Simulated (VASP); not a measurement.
# InSb (F-43m) in VASP: settings compared

InSb is run at these levels: LDA, PBEsol, PBE; tasks: single point.

All numbers are computed with VASP 6.6.1; they aren't measurements. Logs are shortened: lines on timing, memory, paths and dates and some standing lists are left out, and cuts for length are marked.

**Experimental background.**

“Electronic Structure and Epitaxy of CdTe Shells on InSb Nanowires”, 2021, arxiv:2111.05126 quotes, for a bulk crystal of InSb: band gap 0.24 eV.

The runs below are set against these values where they give the same quantity.

### Step 1. The cell of the first run

It takes space group F-43m (No. 216, cubic). Conventional cell: a = 6.454 Å, b = 6.454 Å, c = 6.454 Å, α = 90.00°, β = 90.00°, γ = 90.00°. Within 3.7 Å of In (site symmetry -43m) lie 4 Sb at 2.79 Å. Sb (site symmetry -43m) has 4 In at 2.79 Å within 3.7 Å.

### Step 2. Single point, LDA

INCAR reads:

```
PREC = Accurate
ENCUT = 520
EDIFF = 1E-6
ISMEAR = -1
SIGMA = 0.02
LREAL = F
LASPH = T
NELM = 80
ALGO = Normal
ISIF = 2
LWAVE = F
LCHARG = F
NBANDS = 16
```

KPOINTS reads:

```
regular mesh
0
Gamma
  6 6 6
```

POSCAR reads:

```
InSb
1.0
    0.0000000000      3.2269489253      3.2269489253
    3.2269489253      0.0000000000      3.2269489253
    3.2269489253      3.2269489253      0.0000000000
In Sb
1 1
Direct
    0.0000000000      0.0000000000      0.0000000000
    0.2500000000      0.2500000000      0.2500000000
```

Potentials or basis: VASP PAW LDA potentials, release 64 (In_d, Sb).

Command:

```
$ cat potpaw_LDA.64/In_d/POTCAR potpaw_LDA.64/Sb/POTCAR > POTCAR
$ mpirun -np 1 vasp_std > vasp.out
```

OUTCAR:

```text
PREC = Accurate
   ENCUT = 520
   EDIFF = 1E-6
   ISMEAR = -1
   LREAL = F
   LASPH = T
   NELM = 80
   ISIF = 2

 ion  position               nearest neighbor table
   1  0.000  0.000  0.000-   2 2.79   2 2.79   2 2.79   2 2.79
   2  0.250  0.250  0.250-   1 2.79   1 2.79   1 2.79   1 2.79

  LATTYP: Found a face centered cubic cell.
 ALAT       =     6.4538978506

  Lattice vectors:

 A1 = (   0.0000000000,   3.2269489253,   3.2269489253)
 A2 = (   3.2269489253,   0.0000000000,   3.2269489253)
 A3 = (   3.2269489253,   3.2269489253,   0.0000000000)

Analysis of symmetry for initial positions (statically):
=====================================================================
 Subroutine PRICEL returns:
 Original cell was already a primitive cell.

 Routine SETGRP: Setting up the symmetry group for a
 face centered cubic supercell.

 Subroutine GETGRP returns: Found 24 space group operations
 (whereof 24 operations were pure point group operations)
 out of a pool of 48 trial point group operations.

The static configuration has the point symmetry T_d .

Analysis of symmetry for dynamics (positions and initial velocities):
=====================================================================
 Subroutine PRICEL returns:
 Original cell was already a primitive cell.

 Routine SETGRP: Setting up the symmetry group for a
 face centered cubic supercell.

 Subroutine GETGRP returns: Found 24 space group operations
 (whereof 24 operations were pure point group operations)
 out of a pool of 48 trial point group operations.

The dynamic configuration has the point symmetry T_d .

 Subroutine INISYM returns: Found 24 space group operations
 (whereof 24 operations are pure point group operations),
 and found     1 'primitive' translations

----------------------------------------------------------------------------------------

                                     Primitive cell

  volume of cell :      67.2057

  direct lattice vectors                    reciprocal lattice vectors
     0.000000000  3.226948925  3.226948925    -0.154945124  0.154945124  0.154945124
     3.226948925  0.000000000  3.226948925     0.154945124 -0.154945124  0.154945124
     3.226948925  3.226948925  0.000000000     0.154945124  0.154945124 -0.154945124

  length of vectors
     4.563594935  4.563594935  4.563594935     0.268372826  0.268372826  0.268372826

  position of ions in fractional coordinates (direct lattice)
     0.000000000  0.000000000  0.000000000
     0.250000000  0.250000000  0.250000000

  ion indices of the primitive-cell ions
   primitive index   ion index
                 1           1
                 2           2

----------------------------------------------------------------------------------------

 KPOINTS: regular mesh

Automatic generation of k-mesh.
 Grid dimensions read from file:
 generate k-points for:    6    6    6

 Generating k-lattice:

  Cartesian coordinates                     Fractional coordinates (reciprocal lattice)
    -0.025824187  0.025824187  0.025824187     0.166666667  0.000000000  0.000000000
     0.025824187 -0.025824187  0.025824187     0.000000000  0.166666667  0.000000000
     0.025824187  0.025824187 -0.025824187     0.000000000  0.000000000  0.166666667

  Length of vectors
     0.044728804  0.044728804  0.044728804

  Shift w.r.t. Gamma in fractional coordinates (k-lattice)
     0.000000000  0.000000000  0.000000000

 Subroutine IBZKPT returns following result:
 ===========================================

 Found     16 irreducible k-points:

 Following reciprocal coordinates:
            Coordinates               Weight
  0.000000  0.000000  0.000000      1.000000
  0.166667  0.000000  0.000000      8.000000
  0.333333  0.000000  0.000000      8.000000
  0.500000  0.000000  0.000000      4.000000
  0.166667  0.166667  0.000000      6.000000
  0.333333  0.166667  0.000000     24.000000
[... 8 lines left out ...]
 -0.333333  0.333333  0.166667     24.000000
 -0.333333  0.500000  0.166667     12.000000
   k-points           NKPTS =     16   k-points in BZ     NKDIM =     16   number of bands    NBANDS=     16
   number of dos      NEDOS =    301   number of ions     NIONS =      2
   total plane-waves  NPLWV =  46656
   dimension x,y,z NGX =    36 NGY =   36 NGZ =   36
   dimension x,y,z NGXF=    72 NGYF=   72 NGZF=   72
   ions per type =               1   1
   NGX,Y,Z   is equivalent  to a cutoff of  13.11, 13.11, 13.11 a.u.
   NGXF,Y,Z  is equivalent  to a cutoff of  26.23, 26.23, 26.23 a.u.
 SYSTEM =  unknown system
   PREC   = accura    normal or accurate (medium, high low for compatibility)
   ISTART =      0    job   : 0-new  1-cont  2-samecut
   ICHARG =      2    charge: 1-file 2-atom 10-const
   ISPIN  =      1    spin polarized calculation?
   LNONCOLLINEAR =      F non collinear calculations
   LSORBIT =      F    spin-orbit coupling
   LASPH  =      T    aspherical Exc in radial PAW
   ENCUT  =  520.0 eV  38.22 Ry    6.18 a.u.   8.49  8.49  8.49*2*pi/ulx,y,z
   NELM   =     80;   NELMIN=  2; NELMDL= -5     # of ELM steps
   EDIFF  = 0.1E-05   stopping-criterion for ELM
   LREAL  =      F    real-space projection
   EDIFFG = 0.1E-04   stopping-criterion for IOM
   NSW    =      0    number of steps for IOM
   IBRION =     -1    ionic relax: 0-MD 1-quasi-New 2-CG
   NFREE  =      0    steps in history (QN), initial steepest desc. (CG)
   ISIF   =      2    stress and relaxation
   ISYM   =      2    0-nonsym 1-usesym 2-fastsym
   POTIM  = 0.5000    time-step for ionic-motion
   TEBEG  =    0.0;   TEEND  =   0.0 temperature during run
   PSTRESS=    0.0 pullay stress
   NELECT =      18.0000    total number of electrons
   NUPDOWN=      -1.0000    fix difference up-down
   EMIN   =  10.00;   EMAX   =-10.00  energy-range for DOS
   EFERMI =   0.00;   METHOD = LEGACY
   ISMEAR =    -1;   SIGMA  =   0.02  broadening in eV -4-tet -1-fermi 0-gaus
   EFERMI_NEDOS =   21; number of points for ismear=-14 and -15
   IALGO  =     38    algorithm
   IMIX   =      4    mixing-type and parameters
     AMIX     =   0.40;   BMIX     =  1.00
     AMIX_MAG =   1.60;   BMIX_MAG =  1.00
  volume/ion in A,a.u.               =      33.60       226.76
  Fermi-wavevector in a.u.,A,eV,Ry     =   1.055270  1.994171 15.151376  1.113595
  Thomas-Fermi vector in A             =   2.190462
   LORBIT       =      0    0 simple, 1 ext, 2 COOP (PROOUT), +10 PAW based schemes
   GGA     = CA    functional components
   LHFCALC =     F    Hartree Fock is set to
   AEXX    =    0.0000 exact exchange contribution
   IVDW    =     0    specifies the selected vdW correction
   LEPSILON=     F    determine dielectric tensor
   LRPA    =     F    only Hartree local field effects (RPA)
 non-spin polarized calculation
  energy-cutoff  :      520.00
  volume of cell :       67.21
 maximum number of plane-waves:      1821
 NGX is ok and might be reduce to    36
   NGX = 17   NGY = 17   NGZ = 17

 number of electron      17.9999995 magnetization

 Free energy of the ion-electron system (eV)
  ---------------------------------------------------
  ext. energy  EPLUGINS =         0.00000000
  ---------------------------------------------------
  free energy    TOTEN  =        -8.19213310 eV

  energy without entropy =       -8.19177948  energy(sigma->0) =       -8.19195629

 E-fermi :   5.0363     XC(G=0):  -9.0387

 val. band max:        5.0224213813   @ k =   0.0000   0.0000   0.0000
 cond. band min:       5.4592715119   @ k =   0.5000   0.0000   0.0000
 fundamental gap:      0.4368501307
 Fermi energy:         5.0362842500

 k-point     1 :       0.0000    0.0000    0.0000
  band No.  band energies     occupation
      1      -9.5691      2.00000
      2      -9.5691      2.00000
      3      -9.5691      2.00000
      4      -9.4788      2.00000
      5      -9.4788      2.00000
      6      -5.8254      2.00000
[... 8 lines left out ...]
     15      13.3016      0.00000
     16      13.3016      0.00000

 k-point     2 :       0.1667    0.0000    0.0000
  band No.  band energies     occupation
      1      -9.5824      2.00000
      2      -9.5633      2.00000
      3      -9.5633      2.00000
      4      -9.4792      2.00000
      5      -9.4792      2.00000
      6      -5.5714      2.00000
[... 8 lines left out ...]
     15      12.3010      0.00000
     16      12.3010      0.00000

 k-point     3 :       0.3333    0.0000    0.0000
  band No.  band energies     occupation
      1      -9.6084      2.00000
      2      -9.5532      2.00000
      3      -9.5532      2.00000
      4      -9.4785      2.00000
      5      -9.4785      2.00000
      6      -4.9120      2.00000
[... 8 lines left out ...]
     15      12.7173      0.00000
     16      12.7173      0.00000

 k-point     4 :       0.5000    0.0000    0.0000
  band No.  band energies     occupation
      1      -9.6212      2.00000
      2      -9.5491      2.00000
      3      -9.5491      2.00000
      4      -9.4771      2.00000
      5      -9.4771      2.00000
      6      -4.4247      2.00000
[... 8 lines left out ...]
     15      14.1560      0.00000
     16      14.1560      0.00000

 k-point     5 :       0.1667    0.1667    0.0000
  band No.  band energies     occupation
      1      -9.5928      2.00000
      2      -9.5576      2.00000
      3      -9.5576      2.00000
      4      -9.4832      2.00000
      5      -9.4765      2.00000
      6      -5.4853      2.00000
[... 8 lines left out ...]
     15      12.2826      0.00000
     16      13.5741      0.00000

 k-point     6 :       0.3333    0.1667    0.0000
  band No.  band energies     occupation
      1      -9.6143      2.00000
      2      -9.5487      2.00000
      3      -9.5467      2.00000
      4      -9.4859      2.00000
      5      -9.4750      2.00000
      6      -4.9474      2.00000
[... 8 lines left out ...]
     15      13.2429      0.00000
     16      13.6670      0.00000

 k-point     7 :       0.5000    0.1667    0.0000
  band No.  band energies     occupation
      1      -9.6273      2.00000
      2      -9.5448      2.00000
      3      -9.5418      2.00000
      4      -9.4830      2.00000
      5      -9.4759      2.00000
      6      -4.3116      2.00000
[... 8 lines left out ...]
     15      13.9626      0.00000
     16      14.2490      0.00000

 k-point     8 :      -0.3333    0.1667    0.0000
  band No.  band energies     occupation
      1      -9.6215      2.00000
      2      -9.5461      2.00000
      3      -9.5460      2.00000
      4      -9.4801      2.00000
      5      -9.4788      2.00000
      6      -4.4920      2.00000
[... 8 lines left out ...]
     15      12.7590      0.00000
     16      14.1059      0.00000

 k-point     9 :      -0.1667    0.1667    0.0000
  band No.  band energies     occupation
      1      -9.6010      2.00000
      2      -9.5568      2.00000
      3      -9.5528      2.00000
      4      -9.4817      2.00000
      5      -9.4777      2.00000
      6      -5.1740      2.00000
[... 8 lines left out ...]
     15      12.7426      0.00000
     16      13.1331      0.00000

 k-point    10 :       0.3333    0.3333    0.0000
  band No.  band energies     occupation
      1      -9.6359      2.00000
      2      -9.5342      2.00000
      3      -9.5342      2.00000
      4      -9.4940      2.00000
      5      -9.4718      2.00000
      6      -4.5704      2.00000
[... 8 lines left out ...]
     15      14.3604      0.00000
     16      15.1178      0.00000

 k-point    11 :       0.5000    0.3333    0.0000
  band No.  band energies     occupation
      1      -9.6453      2.00000
      2      -9.5309      2.00000
      3      -9.5282      2.00000
      4      -9.4942      2.00000
      5      -9.4722      2.00000
      6      -4.0115      2.00000
[... 8 lines left out ...]
     15      14.6028      0.00000
     16      15.1930      0.00000

 k-point    12 :      -0.3333    0.3333    0.0000
  band No.  band energies     occupation
      1      -9.6369      2.00000
      2      -9.5381      2.00000
      3      -9.5333      2.00000
      4      -9.4866      2.00000
      5      -9.4772      2.00000
      6      -3.9666      2.00000
[... 8 lines left out ...]
     15      12.7680      0.00000
     16      15.9390      0.00000

 k-point    13 :       0.5000    0.5000    0.0000
  band No.  band energies     occupation
      1      -9.6559      2.00000
      2      -9.5221      2.00000
      3      -9.5221      2.00000
      4      -9.5000      2.00000
      5      -9.4695      2.00000
      6      -3.7985      2.00000
[... 8 lines left out ...]
     15      15.1510      0.00000
     16      15.5144      0.00000

 k-point    14 :       0.5000    0.3333    0.1667
  band No.  band energies     occupation
      1      -9.6308      2.00000
      2      -9.5419      2.00000
      3      -9.5360      2.00000
      4      -9.4880      2.00000
      5      -9.4750      2.00000
      6      -4.3722      2.00000
[... 8 lines left out ...]
     15      13.7886      0.00000
     16      15.2053      0.00000

 k-point    15 :      -0.3333    0.3333    0.1667
  band No.  band energies     occupation
      1      -9.6366      2.00000
      2      -9.5410      2.00000
      3      -9.5310      2.00000
      4      -9.4864      2.00000
      5      -9.4771      2.00000
      6      -3.9659      2.00000
[... 8 lines left out ...]
     15      14.5847      0.00000
     16      15.0317      0.00000

 k-point    16 :      -0.3333    0.5000    0.1667
  band No.  band energies     occupation
      1      -9.6460      2.00000
      2      -9.5339      2.00000
      3      -9.5245      2.00000
      4      -9.4925      2.00000
      5      -9.4742      2.00000
      6      -3.7690      2.00000
[... 8 lines left out ...]
     15      14.7143      0.00000
     16      15.4350      0.00000

------------------------ aborting loop because EDIFF is reached ----------------------------------------

  FORCE on cell =-STRESS in cart. coord.  units (eV):
  Direction    XX          YY          ZZ          XY          YZ          ZX
  --------------------------------------------------------------------------------------
  -------------------------------------------------------------------------------------
  Total        0.0287173      0.0287173      0.0287173      0.0000000     -0.0000000      0.0000000
  in kB        0.6846168      0.6846168      0.6846168      0.0000000     -0.0000000      0.0000000
  external PRESSURE =       0.6846168 kB  Pullay stress =       0.0000000 kB

 VOLUME and BASIS-vectors are now :
 -----------------------------------------------------------------------------
  energy-cutoff  :      520.00
  volume of cell :       67.21
      direct lattice vectors                 reciprocal lattice vectors
     0.000000000  3.226948925  3.226948925    -0.154945124  0.154945124  0.154945124
     3.226948925  0.000000000  3.226948925     0.154945124 -0.154945124  0.154945124
     3.226948925  3.226948925  0.000000000     0.154945124  0.154945124 -0.154945124

 POSITION                                       TOTAL-FORCE (eV/Angst)
 -----------------------------------------------------------------------------------
      0.00000      0.00000      0.00000         0.000000      0.000000     -0.000000
      1.61347      1.61347      1.61347        -0.000000     -0.000000      0.000000
 -----------------------------------------------------------------------------------
    total drift:                               -0.000000     -0.000000     -0.000000

  FREE ENERGIE OF THE ION-ELECTRON SYSTEM (eV)
  ---------------------------------------------------
  free  energy   TOTEN  =        -8.1921331032 eV

  energy  without entropy=       -8.1917794830  energy(sigma->0) =       -8.19195629
```

It took 13 s on 1 thread of AMD EPYC 7R13 (Zen 3), shared host; peak memory 0.15 GiB.

Results:

* Free energy: -8.1921 eV
* Pressure: 0.1 GPa
* Band gap on the k mesh: zero (filled and empty bands touch)

Levels at points of the mesh, in eV from the Fermi level:
| k point | band 5 | band 6 | band 7 | band 8 | band 9 | band 10 | band 11 | band 12 | band 13 | band 14 |
| --- | --- | --- | --- | --- | --- | --- | --- | --- | --- | --- |
| (0.00, 0.00, 0.00) | -14.52 | -10.86 | -0.32 | -0.01 | -0.01 | -0.01 | 2.89 | 2.89 | 2.89 | 5.53 |
| (0.50, 0.00, 0.00) | -14.51 | -9.46 | -5.75 | -1.05 | -1.05 | 0.42 | 3.75 | 3.75 | 5.91 | 8.17 |
| (0.50, 0.50, 0.00) | -14.51 | -8.83 | -6.05 | -2.33 | -2.33 | 1.21 | 1.23 | 8.09 | 8.09 | 8.71 |

Caveat: semilocal functionals underestimate gaps, and a narrow one can read as zero; spin-orbit coupling is left out, which moves the levels of the heavy elements.

(Continued in part 2 of 2.)

The gap in the log of VASP goes by the Fermi energy; the results here count the filled bands.